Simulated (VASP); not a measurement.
Here is a VASP 6.6.1 calculation.

Contents of INCAR:

```
PREC     = Accurate       # precision mode
ENCUT    = 400            # plane-wave cutoff, eV
EDIFF    = 1E-8           # SCF threshold, eV
ISMEAR   = -1             # smearing method
SIGMA    = 0.02           # smearing width, eV
LREAL    = False          # projectors in reciprocal space
LASPH    = True           # aspherical terms in the spheres
NELM     = 120            # most SCF steps
ALGO     = Normal         # electronic algorithm
ISIF     = 2              # what is computed and relaxed
LWAVE    = False          # write WAVECAR
LCHARG   = False          # write CHGCAR
GGA      = PE             # functional
LEFG     = True         
NBANDS   = 14             # bands
GGA_COMPAT= False
```

KPOINTS

```
regular mesh
0
Gamma
  8 8 8
```

POSCAR

```
NaCl
1.0
    2.8408047908      0.0000000000      0.0000000000
    0.0000000000      2.8408047908      0.0000000000
    0.0000000000      0.0000000000      2.8408047908
Na Cl
1 1
Direct
    0.0000000000      0.0000000000      0.0000000000
    0.5000000000      0.5000000000      0.5000000000
```

Potentials or basis: VASP PAW PBE potentials, release 64 (Na_pv, Cl).

Command:

```console
$ cat potpaw_PBE.64/Na_pv/POTCAR potpaw_PBE.64/Cl/POTCAR > POTCAR
$ mpirun -np 1 vasp_std > vasp.out
```

Q: Estimate the pressure.

A: 70.2 GPa.

Q: Estimate the band gap on the k mesh.

A: 4.33 eV, direct.

Caveat: without QUAD_EFG the Cq values of the log hold for a quadrupole moment of 1 mb, not for the nuclei. A k mesh can miss the band edges.
